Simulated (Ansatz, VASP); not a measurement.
## Two plane-wave programs on CdS

```
Cd S
1.0
     4.07389    0.00000    0.00000
    -2.03694    3.52809    0.00000
     0.00000    0.00000    6.63858
Cd S
2 2
Direct
  0.33333 0.66667 0.98187
  0.66667 0.33333 0.48187
  0.33333 0.66667 0.39513
  0.66667 0.33333 0.89513
```

Change from the starting cell: polar distortion scaled by 0.70.

Alike in both runs: task single point; functional LDA; k mesh 9 × 9 × 4; no spin polarisation.

|  | VASP | Ansatz |
| --- | --- | --- |
| version | VASP 6.6.1 | Ansatz 0.2.0 |
| potentials or method | VASP PAW LDA potentials, release 64 (Cd, S), cutoff 520 eV | scalar-relativistic, plane waves, PAW |
| occupations | gaussian, width 0.01 eV | fixed |
| valence electrons in the cell | 36 | 52 |

```tsv
	VASP	Ansatz	Ansatz less VASP
gap on the k mesh at the Fermi level (eV)	1.17	1.14	-0.030
least direct gap on the mesh (eV)	1.17	1.14	-0.030
pressure (GPa)	1.8	1.2	-0.56
traceless stress, the component that is largest in VASP (GPa)	-5.07	-4.76	+0.308
rms of the force components (eV/Å)	0.431	0.413	-0.0172
```

Ansatz warns that its potentials were made for another functional, while VASP's fit it. LDA's correlation is that of Perdew and Zunger in VASP and of Perdew and Wang (1992) in Ansatz. Atom by atom the forces differ by 0.017 eV/Å (rms over components). VASP's potentials hold 36 valence electrons a cell and Ansatz's 52, so a difference there can come from the potentials and not from the codes.
